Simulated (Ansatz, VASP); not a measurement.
## In2O3: VASP beside Ansatz

Contents of INCAR:

```
SYSTEM = In2O3
PREC = Accurate
ENCUT = 520
EDIFF = 1E-6
ISMEAR = -1
SIGMA = 0.02
LREAL = .FALSE.
LASPH = .TRUE.
NELM = 80
ALGO = Normal
ISIF = 2
LWAVE = .FALSE.
LCHARG = .FALSE.
GGA = PE
IBRION = 2
NSW = 80
EDIFFG = -0.02
```

The input KPOINTS:

```
Automatic mesh
0
G
  4 4 4
  0 0 0
```

POSCAR

```
In2O3
1.0
    2.7435000000      1.5839604635      4.8366666667
   -2.7435000000      1.5839604635      4.8366666667
    0.0000000000     -3.1679209270      4.8366666667
In O
4 6
Direct
    0.3573100000      0.3573100000      0.3573100000
    0.1426900000      0.1426900000      0.1426900000
    0.6426900000      0.6426900000      0.6426900000
    0.8573100000      0.8573100000      0.8573100000
    0.5480000000      0.9520000000      0.2500000000
    0.2500000000      0.5480000000      0.9520000000
    0.9520000000      0.2500000000      0.5480000000
    0.4520000000      0.0480000000      0.7500000000
    0.7500000000      0.4520000000      0.0480000000
    0.0480000000      0.7500000000      0.4520000000
```

Input for Ansatz:

```yaml
crystal:
  lattice:
    - [2.7435, 1.5839604635, 4.8366666667]
    - [-2.7435, 1.5839604635, 4.8366666667]
    - [0.0, -3.167920927, 4.8366666667]
  atoms:
    - { symbol: In, position: [0.35731, 0.35731, 0.35731] }
    - { symbol: In, position: [0.14269, 0.14269, 0.14269] }
    - { symbol: In, position: [0.64269, 0.64269, 0.64269] }
    - { symbol: In, position: [0.85731, 0.85731, 0.85731] }
    - { symbol: O, position: [0.548, 0.952, 0.25] }
    - { symbol: O, position: [0.25, 0.548, 0.952] }
    - { symbol: O, position: [0.952, 0.25, 0.548] }
    - { symbol: O, position: [0.452, 0.048, 0.75] }
    - { symbol: O, position: [0.75, 0.452, 0.048] }
    - { symbol: O, position: [0.048, 0.75, 0.452] }
kpoints:
  mp_grid: { grid: [4, 4, 4] }
scf:
  occupations: { method: fermi_dirac, width: 0.02 }
hamiltonian:
  xc: pbe
  pseudopotentials: { kind: paw }
output:
  forces: true
  stress: true
  populations: true
  efg:
    quadrupole_moments_barn: { In: 0.772, O: -0.02558 }
    contact_densities: true
  write_density: true
  write_potential: true
  elf: true
  volumetric_format: npy
relax:
  f_tol: 0.02
  max_steps: 60
```

Alike in both runs: task relaxation of the atoms; functional PBE; k mesh 4 × 4 × 4; occupations fermi-dirac, width 0.02 eV; no spin polarisation.

|  | VASP | Ansatz |
| --- | --- | --- |
| version | VASP 6.6.1 | Ansatz 0.2.0 |
| potentials or method | VASP PAW PBE potentials, release 64 (In_d, O) | plane-wave PAW, scalar-relativistic |
| plane-wave cutoff (eV) | 520 | 420 |
| valence electrons in the cell | 88 | 88 |

```csv
,VASP,Ansatz,Ansatz less VASP
"gap on the k mesh at the Fermi level, each at its own relaxed structure (eV)",1.29,1.30,+0.006
```

Ansatz's warnings: stress scf threshold loose.
